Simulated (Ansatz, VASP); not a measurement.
**One calculation of BaTiO3, two programs**

```
Ba Ti O
1.0
     3.97911    0.00000    0.00000
     0.00000    3.97911    0.00000
     0.00000    0.00000    3.97911
Ba Ti O
1 1 3
Cartesian
  1.9896 1.9896 1.9896
  0.0000 0.0000 0.0000
  0.0000 0.0000 1.9896
  0.0000 1.9896 0.0000
  1.9896 0.0000 0.0000
```

Alike in both runs: task single point; functional PBE; k mesh 7 × 7 × 7; occupations fermi-dirac, width 0.05 eV; no spin polarisation.

|  | VASP | Ansatz |
| --- | --- | --- |
| version | VASP 6.6.1 | Ansatz 0.2.0 |
| potentials or method | VASP PAW PBE potentials, release 64 (Ba_sv, Ti_sv, O) | Ansatz PAW soft_1 |
| plane-wave cutoff (eV) | 520 | 420 |
| valence electrons in the cell | 40 | 40 |

Ansatz gave:

* gap on the k mesh at the Fermi level (eV): 1.92
* least direct gap on the mesh (eV): 1.93
* pressure (GPa): 5.3

**Question.** Which values does VASP return?

**Answer.** gap on the k mesh at the Fermi level (eV): 1.84; least direct gap on the mesh (eV): 1.91; pressure (GPa): 7.2.

The functional is the same, so the differences come from potentials, cutoffs and numerics.

Spin-orbit coupling is off throughout. Noted on Ansatz's run: odd divisions of the mesh miss points on the zone boundary, where band edges often lie, so the gap on the mesh can be too wide.
